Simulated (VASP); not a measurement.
TiCo3, 4 atoms in the cell. The structure is cubic, space group Pm-3m (No. 221). Conventional cell: a = 3.549 Å, b = 3.549 Å, c = 3.549 Å, α = 90.00°, β = 90.00°, γ = 90.00°. Within 3.3 Å of Ti (site symmetry m-3m) lie 12 Co at 2.51 Å. Co (site symmetry 4/mmm) has 4 Ti at 2.51 Å and 8 Co at 2.51 Å within 3.3 Å. 

```yaml
Program: VASP 6.6.1
Task: single point
Functional: PBEsol
Potentials_or_basis: VASP PAW PBE potentials, release 64 (Ti_sv, Co)
Cutoff: 520 eV
k_mesh: 6 × 6 × 6
Occupations: gaussian, width 0.1 eV
Spin: collinear spin, ferrimagnetic start
Starting_moments: "[-0.41, 1.22, 1.22, 1.22] μB"
Dipole_correction: no
Further_INCAR_settings: ALGO = Fast; EDIFF = 1e-06; NBANDS = 32
```

Potentials or basis: VASP PAW PBE potentials, release 64 (Ti_sv, Co).

Run with:

```bash
$ cat potpaw_PBE.64/Ti_sv/POTCAR potpaw_PBE.64/Co/POTCAR > POTCAR
$ mpirun -np 1 vasp_std > vasp.out
```

Hardware: 1 thread of AMD EPYC 7R13 Processor (Zen 3), with other jobs on the host.

**Question.** Estimate the wall time of this run.

**Answer.** Run time: 2.2 min on 1 thread of AMD EPYC 7R13 Processor (Zen 3) (shared host), peak memory 0.16 GiB. Counts: scf iterations 21, k points 20.
